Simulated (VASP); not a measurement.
# Os (P6_3/mmc) in VASP: further runs, part 3 of 3

VASP 6.6.1. The steps go on from the part before.

## (7) Single point, PBEsol (strain +0.025 along x and y, +0.050 along z)

The input, INCAR:

```
SYSTEM = Os
  PREC = Accurate
  ENCUT = 520
  EDIFF = 1E-7
  ISMEAR = 0
  SIGMA = 0.15
  LREAL = .FALSE.
  LASPH = .TRUE.
  NELM = 60
  ALGO = Fast
  ISIF = 2
  LWAVE = .FALSE.
  LCHARG = .FALSE.
  GGA = PS
  NBANDS = 15
```

The input, KPOINTS:

```
Automatic mesh
0
G
  18 18 12
  0 0 0
```

The input, POSCAR:

```
Os
1.0
    2.8024524749      0.0000000000      0.0000000000
   -1.4012262375      2.4269950362      0.0000000000
    0.0000000000      0.0000000000      4.5356850000
Os
2
Direct
    0.3333333333      0.6666666667      0.2500000000
    0.6666666667      0.3333333333      0.7500000000
```

Potentials or basis: VASP PAW PBE potentials, release 64 (Os).

Launch:

```console
> cat potpaw_PBE.64/Os/POTCAR > POTCAR
> mpirun -np 1 vasp_std > vasp.out
```

OUTCAR:

```text
SYSTEM = Os
   PREC = Accurate
   ENCUT = 520
   EDIFF = 1E-7
   ISMEAR = 0
   LREAL = .FALSE.
   LASPH = .TRUE.
   NELM = 60
   ISIF = 2
   GGA = PS

 ion  position               nearest neighbor table
   1  0.333  0.667  0.250-   2 2.79   2 2.79   2 2.79   2 2.79   2 2.79   2 2.79
   2  0.667  0.333  0.750-   1 2.79   1 2.79   1 2.79   1 2.79   1 2.79   1 2.79

  LATTYP: Found a hexagonal cell.
 ALAT       =     2.8024524749
 C/A-ratio  =     1.6184699083

  Lattice vectors:

 A1 = (   2.8024524749,   0.0000000000,   0.0000000000)
 A2 = (  -1.4012262375,   2.4269950362,   0.0000000000)
 A3 = (   0.0000000000,   0.0000000000,   4.5356850000)

Analysis of symmetry for initial positions (statically):
=====================================================================
 Subroutine PRICEL returns:
 Original cell was already a primitive cell.

 Routine SETGRP: Setting up the symmetry group for a
 hexagonal supercell.

 Subroutine GETGRP returns: Found 24 space group operations
 (whereof 12 operations were pure point group operations)
 out of a pool of 24 trial point group operations.

The static configuration has the point symmetry D_3d.
 The point group associated with its full space group is D_6h.

Analysis of symmetry for dynamics (positions and initial velocities):
=====================================================================
 Subroutine PRICEL returns:
 Original cell was already a primitive cell.

 Routine SETGRP: Setting up the symmetry group for a
 hexagonal supercell.

 Subroutine GETGRP returns: Found 24 space group operations
 (whereof 12 operations were pure point group operations)
 out of a pool of 24 trial point group operations.

The dynamic configuration has the point symmetry D_3d.
 The point group associated with its full space group is D_6h.

 Subroutine INISYM returns: Found 24 space group operations
 (whereof 12 operations are pure point group operations),
 and found     1 'primitive' translations

----------------------------------------------------------------------------------------

                                     Primitive cell

  volume of cell :      30.8496

  direct lattice vectors                    reciprocal lattice vectors
     2.802452475  0.000000000  0.000000000     0.356830315  0.206016079  0.000000000
    -1.401226237  2.426995036  0.000000000     0.000000000  0.412032157  0.000000000
     0.000000000  0.000000000  4.535685000     0.000000000  0.000000000  0.220473864

  length of vectors
     2.802452475  2.802452475  4.535685000     0.412032157  0.412032157  0.220473864

  position of ions in fractional coordinates (direct lattice)
     0.333333333  0.666666667  0.250000000
     0.666666667  0.333333333  0.750000000

  ion indices of the primitive-cell ions
   primitive index   ion index
                 1           1
                 2           2

----------------------------------------------------------------------------------------

 KPOINTS: Automatic mesh

Automatic generation of k-mesh.
 Grid dimensions read from file:
 generate k-points for:   18   18   12

[... 21 lines left out ...]
  0.055556 -0.000000  0.000000      6.000000
  0.111111 -0.000000  0.000000      6.000000
  0.166667 -0.000000  0.000000      6.000000
  0.222222 -0.000000  0.000000      6.000000
  0.277778 -0.000000  0.000000      6.000000
[... 16 lines left out ...]
  0.333333  0.111111  0.000000     12.000000
  0.388889  0.111111  0.000000     12.000000
 [... further k-points ...]
   k-points           NKPTS =    259   k-points in BZ     NKDIM =    259   number of bands    NBANDS=     15
   number of dos      NEDOS =    301   number of ions     NIONS =      2
   total plane-waves  NPLWV =  20736
   dimension x,y,z NGX =    24 NGY =   24 NGZ =   36
   dimension x,y,z NGXF=    48 NGYF=   48 NGZF=   72
   ions per type =               2
   NGX,Y,Z   is equivalent  to a cutoff of  14.24, 14.24, 13.20 a.u.
   NGXF,Y,Z  is equivalent  to a cutoff of  28.47, 28.47, 26.39 a.u.
 SYSTEM =  Os
   PREC   = accura    normal or accurate (medium, high low for compatibility)
   ISTART =      0    job   : 0-new  1-cont  2-samecut
   ICHARG =      2    charge: 1-file 2-atom 10-const
   ISPIN  =      1    spin polarized calculation?
   LNONCOLLINEAR =      F non collinear calculations
   LSORBIT =      F    spin-orbit coupling
   LASPH  =      T    aspherical Exc in radial PAW
   ENCUT  =  520.0 eV  38.22 Ry    6.18 a.u.   5.21  5.21  8.43*2*pi/ulx,y,z
   NELM   =     60;   NELMIN=  2; NELMDL= -5     # of ELM steps
   EDIFF  = 0.1E-06   stopping-criterion for ELM
   LREAL  =      F    real-space projection
   EDIFFG = 0.1E-05   stopping-criterion for IOM
   NSW    =      0    number of steps for IOM
   IBRION =     -1    ionic relax: 0-MD 1-quasi-New 2-CG
   NFREE  =      0    steps in history (QN), initial steepest desc. (CG)
   ISIF   =      2    stress and relaxation
   ISYM   =      2    0-nonsym 1-usesym 2-fastsym
   POTIM  = 0.5000    time-step for ionic-motion
   TEBEG  =    0.0;   TEEND  =   0.0 temperature during run
   PSTRESS=    0.0 pullay stress
   NELECT =      16.0000    total number of electrons
   NUPDOWN=      -1.0000    fix difference up-down
   EMIN   =  10.00;   EMAX   =-10.00  energy-range for DOS
   EFERMI =   0.00;   METHOD = LEGACY
   ISMEAR =     0;   SIGMA  =   0.15  broadening in eV -4-tet -1-fermi 0-gaus
   EFERMI_NEDOS =   21; number of points for ismear=-14 and -15
   IALGO  =     68    algorithm
   IMIX   =      4    mixing-type and parameters
     AMIX     =   0.40;   BMIX     =  1.00
     AMIX_MAG =   1.60;   BMIX_MAG =  1.00
  volume/ion in A,a.u.               =      15.42       104.09
  Fermi-wavevector in a.u.,A,eV,Ry     =   1.315320  2.485595 23.538993  1.730067
  Thomas-Fermi vector in A             =   2.445511
   LORBIT       =      0    0 simple, 1 ext, 2 COOP (PROOUT), +10 PAW based schemes
   GGA     = PS    functional components
   LHFCALC =     F    Hartree Fock is set to
   AEXX    =    0.0000 exact exchange contribution
   IVDW    =     0    specifies the selected vdW correction
   LEPSILON=     F    determine dielectric tensor
   LRPA    =     F    only Hartree local field effects (RPA)
 non-spin polarized calculation
 RMM-DIIS sequential band-by-band and
 Gauss-broadening in eV      SIGMA  =   0.15
  energy-cutoff  :      520.00
  volume of cell :       30.85
 maximum number of plane-waves:       848
 NGX is ok and might be reduce to    24
   NGX = 11   NGY = 11   NGZ = 17

 number of electron      16.0000000 magnetization

 Free energy of the ion-electron system (eV)
  ---------------------------------------------------
  ext. energy  EPLUGINS =         0.00000000
  ---------------------------------------------------
  free energy    TOTEN  =       -24.09852982 eV

  energy without entropy =      -24.08312065  energy(sigma->0) =      -24.09082523

 E-fermi :   7.8794     XC(G=0): -13.6021

 val. band max:        7.8744176179   @ k =   0.1667   0.1111   0.2500
 cond. band min:       7.8986763192   @ k =   0.4444   0.1111   0.4167
 fundamental gap:      0.0242587013
 Fermi energy:         7.8794123067

 k-point     1 :       0.0000    0.0000    0.0000
  band No.  band energies     occupation
      1      -2.2317      2.00000
      2       0.9054      2.00000
      3       5.2047      2.00000
      4       5.2660      2.00000
      5       5.2660      2.00000
      6       5.9256      2.00000
      7       5.9256      2.00000
      8       6.7122      2.00000
      9       6.7122      2.00000
     10       7.6639      1.95787
     11       9.3369      0.00000
     12       9.3369      0.00000
     13      15.4925      0.00000
     14      22.0504      0.00000
[... 401 lines left out ...]
      2       1.9903      2.00000
      3       2.3344      2.00000
      4       4.7839      2.00000
      5       4.8635      2.00000
      6       5.4636      2.00000
      7       6.0588      2.00000
      8       9.2083      0.00000
      9       9.6786      0.00000
     10       9.8475      0.00000
     11      11.3672      0.00000
     12      14.1734      0.00000
     13      16.2954      0.00000
     14      17.8508      0.00000
     15      18.7642      0.00000

 [... further k-points ...]
[... 5 lines left out ...]
  --------------------------------------------------------------------------------------
  -------------------------------------------------------------------------------------
  Total       -6.0586460     -6.0586460     -8.4669531      0.0000000     -0.0000000      0.0000000
  in kB     -314.6560823   -314.6560823   -439.7316303      0.0000000     -0.0000000      0.0000000
  external PRESSURE =    -356.3479317 kB  Pullay stress =       0.0000000 kB

 VOLUME and BASIS-vectors are now :
 -----------------------------------------------------------------------------
  energy-cutoff  :      520.00
  volume of cell :       30.85
      direct lattice vectors                 reciprocal lattice vectors
     2.802452475  0.000000000  0.000000000     0.356830315  0.206016079  0.000000000
    -1.401226237  2.426995036  0.000000000     0.000000000  0.412032157  0.000000000
     0.000000000  0.000000000  4.535685000     0.000000000  0.000000000  0.220473864

 POSITION                                       TOTAL-FORCE (eV/Angst)
 -----------------------------------------------------------------------------------
     -0.00000      1.61800      1.13392        -0.000000      0.000000      0.000000
      1.40123      0.80900      3.40176         0.000000     -0.000000      0.000000
 -----------------------------------------------------------------------------------
    total drift:                               -0.000000      0.000000     -0.000000

  FREE ENERGIE OF THE ION-ELECTRON SYSTEM (eV)
  ---------------------------------------------------
  free  energy   TOTEN  =       -24.0985298176 eV

  energy  without entropy=      -24.0831206465  energy(sigma->0) =      -24.09082523
```

stdout:

```text
POSCAR found type information on POSCAR Os
 POSCAR found :  1 types and       2 ions
 scaLAPACK will be used
 -----------------------------------------------------------------------------
|                                                                             |
|                                                                             |
|     You enforced a specific xc type in the INCAR file but a different       |
|     I HOPE YOU KNOW WHAT YOU ARE DOING!                                     |
|                                                                             |
 -----------------------------------------------------------------------------

 LDA part: xc-table for (Slater+PW92), standard interpolation
 POSCAR, INCAR and KPOINTS ok, starting setup
 FFT: planning ... GRIDC
 FFT: planning ... GRID_SOFT
 FFT: planning ... GRID
 WAVECAR not read
 entering main loop
```

Wall time 1.8 min (1 thread of Intel Xeon 8259CL, shared host); peak memory 0.2 GiB.

Results:

- Free energy: -24.0985 eV
- Pressure: -35.6 GPa
- Band gap on the k mesh: zero (bands 8 and 9 overlap by 3.38 eV)

Caveat: the cell differs from its parent crystal (strain +0.025 along x and y, +0.050 along z); the stress differs along the axes, from -44 to -31 GPa; the PAW data sets were made with another functional, which shifts forces and pressure a little; spin-orbit coupling is left out, which moves the levels of the heavy elements.

## (8) Summary

```csv
cell,gap on the mesh (eV),pressure (GPa)
"a = 2.871, b = 2.871, c = 4.104 Å, angles 90.0, 90.0, 120.0°, 2 atoms",none,-14.3
"a = 2.802, b = 2.802, c = 4.320 Å, angles 90.0, 90.0, 120.0°, 2 atoms",none,-20.6
"a = 2.871, b = 2.871, c = 4.212 Å, angles 90.0, 90.0, 120.0°, 2 atoms",none,-25.1
"a = 2.802, b = 2.802, c = 4.428 Å, angles 90.0, 90.0, 120.0°, 2 atoms",none,-29.0
"a = 2.871, b = 2.871, c = 4.320 Å, angles 90.0, 90.0, 120.0°, 2 atoms",none,-33.8
"a = 2.802, b = 2.802, c = 4.536 Å, angles 90.0, 90.0, 120.0°, 2 atoms",none,-35.6
```

Alike in all rows: task single point; level PBEsol; potentials or basis VASP PAW PBE potentials, release 64 (Os); no spin polarisation; k mesh 18 × 18 × 12; cutoff (eV) 520; smearing gaussian 0.15 eV.

Caveats: the PAW data sets were made with another functional, which shifts forces and pressure a little; spin-orbit coupling is left out, which moves the levels of the heavy elements; the stress differs along the axes, from -29 to 15 GPa (at least some runs); the stress differs along the axes, from -24 to -14 GPa (at least some runs); the stress differs along the axes, from -35 to -5 GPa (at least some runs); the cell stands under tension (at least some runs); the stress differs along the axes, from -39 to -23 GPa (at least some runs).

Absolute energies hang on the potentials; compare differences alone.

The gap in the log of VASP goes by the Fermi energy; the results here count the filled bands.